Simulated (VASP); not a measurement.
A run of VASP 6.6.1 is set up as follows.

Contents of POSCAR:

```
Si
1.0
    3.8321168108      0.0000000000      0.0000000000
   -1.9160584054      3.3187105084      0.0000000000
    0.0000000000      0.0000000000      6.2137797866
Si
4
Direct
    0.3333333333      0.6666666667      0.0617672776
    0.6666666667      0.3333333333      0.5617672776
    0.3333333333      0.6666666667      0.4382327224
    0.6666666667      0.3333333333      0.9382327224
```

Contents of INCAR.step1:

```
SYSTEM = Si
ALGO = Normal ; EDIFF = 1E-4
ENCUT = 520 ; GGA = PE
ISMEAR = 0 ; LASPH = .True.
LCHARG = .False. ; LREAL = .False.
LWAVE = .True. ; NBANDS = 16
NELM = 100 ; PREC = Accurate
SIGMA = 0.01
```

File INCAR.step2:

```
SYSTEM = Si
ALGO = Normal ; EDIFF = 1E-7
ENCUT = 520 ; ISIF = 2
ISMEAR = 0 ; ISTART = 1
LASPH = .True. ; LCHARG = .False.
LMIXTAU = .True. ; LREAL = .False.
LWAVE = .False. ; METAGGA = R2SCAN
NBANDS = 16 ; NELM = 100
PREC = Accurate ; SIGMA = 0.01
```

Contents of KPOINTS:

```
k-points
0
Gamma
  12 12 4
  0 0 0
```

Potentials or basis: VASP PAW PBE potentials, release 64 (Si).

Command:

```bash
$ cat potpaw_PBE.64/Si/POTCAR > POTCAR
$ cp INCAR.step1 INCAR
$ mpirun -np 1 vasp_std > vasp.out
$ cp INCAR.step2 INCAR
$ mpirun -np 1 vasp_std > vasp.out
```

Task: What does it give for the band gap on the k mesh?

Result: 0.51 eV (least direct gap 1.22 eV).

Task: Estimate the pressure.

Result: 1.9 GPa.

Stress tensor (GPa, compression positive):
```
0.54 0.00 0.00
0.00 0.54 0.00
0.00 0.00 4.53
```

Caveat: the cell differs from its parent crystal (uniaxial z strain -2.0%); the PAW data sets were made with another functional, which shifts forces and pressure a little. A k mesh can miss the band edges.
